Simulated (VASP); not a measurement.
Write the native input for VASP 6.6.1 that does the following.

| Quantity | Value |
| --- | --- |
| Task | single point |
| Functional | PBE |
| Potentials or basis | VASP PAW PBE potentials, release 64 (Zn, O) |
| Cutoff | 520 eV |
| k mesh | 9 × 9 × 4 |
| Occupations | gaussian, width 0.01 eV |
| Spin | no spin polarisation |
| Dipole correction | no |
| Further INCAR settings | ALGO = Normal; EDIFF = 1e-06; NBANDS = 26 |

The structure of ZnO lies in POSCAR:

```
ZnO
1.0
    3.5118684862      0.0000000000      0.0000000000
   -1.7559342431      3.0413673238      0.0000000000
    0.0000000000      0.0000000000      4.7085932539
Zn O
2 2
Direct
    0.3333333333      0.6666666667      0.2500000000
    0.6666666667      0.3333333333      0.7500000000
    0.6666666667      0.3333333333      0.2500000000
    0.3333333333      0.6666666667      0.7500000000
```

This cell differs from its parent crystal: volume changed by +6%.

The input as run:

INCAR

```
SYSTEM = ZnO
PREC = Accurate
ENCUT = 520
EDIFF = 1E-6
ISMEAR = 0
SIGMA = 0.01
LREAL = .FALSE.
LASPH = .TRUE.
NELM = 100
ALGO = Normal
ISIF = 2
LWAVE = .FALSE.
LCHARG = .FALSE.
GGA = PE
NBANDS = 26
```

KPOINTS

```
regular mesh
0
G
  9 9 4
  0 0 0
```

Potentials or basis: VASP PAW PBE potentials, release 64 (Zn, O).

Command:

```bash
$ cat potpaw_PBE.64/Zn/POTCAR potpaw_PBE.64/O/POTCAR > POTCAR
$ mpirun -np 1 vasp_std > vasp.out
```

It gave:

```
Pressure               : -6.3 GPa
Band gap on the k mesh : 0.78 eV, indirect (least direct gap 0.81 eV)
```

Wall time 42 s on 1 thread of Intel(R) Xeon(R) Platinum 8375C CPU @ 2.90GHz (Ice Lake) (shared host), peak memory 0.19 GiB.
